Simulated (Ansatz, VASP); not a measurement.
One calculation of EuO, two programs

```
CELL_PARAMETERS angstrom
0.00000 2.53082 2.53082
2.53082 0.00000 2.53082
2.53082 2.53082 0.00000
ATOMIC_POSITIONS crystal
Eu 0.00000 0.00000 0.00000
O 0.50000 0.50000 0.50000
```

Alike in both runs: functional PBE; k mesh 20 × 20 × 20; occupations gaussian, width 0.1 eV; collinear spin.

Ansatz relaxed the structure, and its values are those at the end. VASP's run is a single point on that final structure, the one shown.

```csv
,VASP,Ansatz
version,VASP 6.6.1,Ansatz 0.2.0
potentials or method,"VASP PAW PBE potentials, release 64 (Eu, O), cutoff 600 eV","scalar-relativistic, plane waves, PAW"
valence electrons in the cell,23,23
```

|  | VASP | Ansatz | Ansatz less VASP |
| --- | --- | --- | --- |
| gap on the k mesh at the Fermi level (eV) | none | none | - |
| pressure (GPa) | -0.2 | 0.0 | +0.19 |
| net moment per atom (μB) | 3.47 | 3.48 | +0.003 |
| size of the moment on the site where the two differ most (μB) | 0.10 | 0.08 | -0.018 |

Site moments also hang on the region over which each program counts them. A gap of «none» marks a metal or a gap that the smearing closes. Ansatz's warnings: given moment on shells.

Neither program's run includes spin-orbit coupling.
